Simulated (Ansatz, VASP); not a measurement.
# Two plane-wave programs on Mo

```xyz
1
Lattice="-1.4453 1.4453 1.6338 1.4453 -1.4453 1.6338 1.4453 1.4453 -1.6338" Properties=species:S:1:pos:R:3 pbc="T T T"
Mo    0.0000    0.0000    0.0000
```

Change from the starting cell: strain -0.080 along x and y, +0.040 along z, atoms carried along.

Alike in both runs: task single point; functional PBE; k mesh 22 × 22 × 22; occupations gaussian, width 0.15 eV; no spin polarisation.

|  | VASP | Ansatz |
| --- | --- | --- |
| version | VASP 6.6.1 | Ansatz 0.2.0 |
| potentials or method | VASP PAW PBE potentials, release 64 (Mo_sv), cutoff 520 eV | scalar-relativistic, plane waves, PAW |
| valence electrons in the cell | 14 | 14 |

```tsv
	VASP	Ansatz	Ansatz less VASP
gap on the k mesh at the Fermi level (eV)	none	none	-
pressure (GPa)	53.7	52.7	-0.95
traceless stress, the component that is largest in VASP (GPa)	-26.24	-26.28	-0.043
```

A gap of «none» marks a metal or a gap that the smearing closes. Both programs put the cell under a high pressure, so it lies far from rest at this level. The functional is the same, so the differences come from potentials, cutoffs and numerics.
